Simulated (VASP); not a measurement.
Al:

```
CELL_PARAMETERS angstrom
0.00000 2.01946 2.01946
2.01946 0.00000 2.01946
2.01946 2.01946 0.00000
ATOMIC_POSITIONS crystal
Al 0.00000 0.00000 0.00000
```

- Program: VASP 6.6.1
- Task: relaxation of cell and atoms
- Functional: LDA
- Potentials or basis: VASP PAW LDA potentials, release 64 (Al)
- Cutoff: 600 eV
- k mesh: 18 × 18 × 18
- Occupations: gaussian, width 0.1 eV
- Spin: no spin polarisation

At the start: pressure -3.1 GPa; volume 16.47 Å³/atom.

Task: How do energy, volume and symmetry change on relaxing?

Result: Over 3 steps the energy falls by 6.5 meV/atom and the volume is 15.82 Å³/atom (-4.0 %); space group Fm-3m (No. 225, to 0.1 Å) before and after.

Step by step:
```tsv
step	energy change (eV)	largest force (eV/Å)	pressure (GPa)	volume (Å³)
1	0.0000	0.0000	-3.06	16.47
2	-0.0063	0.0000	0.45	15.73
3	-0.0065	0.0000	0.00	15.82
```

Final structure:
```xyz
1
Lattice="0.0000 1.9924 1.9924 1.9924 0.0000 1.9924 1.9924 1.9924 0.0000" Properties=species:S:1:pos:R:3 pbc="T T T"
Al    0.0000    0.0000    0.0000
```
